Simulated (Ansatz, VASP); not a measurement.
# B6As: VASP beside Ansatz

```
CELL_PARAMETERS angstrom
4.03471 0.00000 0.00000
0.00000 4.03471 0.00000
0.00000 0.00000 4.03471
ATOMIC_POSITIONS crystal
B 0.50000 0.50000 0.20000
B 0.50000 0.50000 0.80000
B 0.20000 0.50000 0.50000
B 0.80000 0.50000 0.50000
B 0.50000 0.20000 0.50000
B 0.50000 0.80000 0.50000
As 0.00000 0.00000 0.00000
```

Alike in both runs: task relaxation of cell and atoms; functional r2SCAN; k mesh 4 × 4 × 4; occupations gaussian, width 0.1 eV; no spin polarisation.

|  | VASP | Ansatz |
| --- | --- | --- |
| version | VASP 6.6.1 | Ansatz 0.2.0 |
| potentials or method | VASP PAW PBE potentials, release 64 (B, As), cutoff 550 eV | scalar-relativistic, plane waves, PAW |
| valence electrons in the cell | 23 | 33 |

Ansatz gave:

| Property | Result |
| --- | --- |
| gap on the k mesh at the Fermi level, each at its own relaxed structure (eV) | none |
| relaxed volume (Å³/atom) | 10.30 |
| relaxed length of the cell vector where the two differ most in proportion (Å) | 4.162 |

Estimate VASP's values.

gap on the k mesh at the Fermi level, each at its own relaxed structure (eV): none; relaxed volume (Å³/atom): 10.31; relaxed length of the cell vector where the two differ most in proportion (Å): 4.163.

VASP's potentials were made for PBE, not for r2SCAN. A gap of «none» marks a metal or a gap that the smearing closes. VASP's potentials hold 23 valence electrons a cell and Ansatz's 33, so a difference there can come from the potentials and not from the codes.

The k mesh is coarse, so the values compare programs but aren't converged.
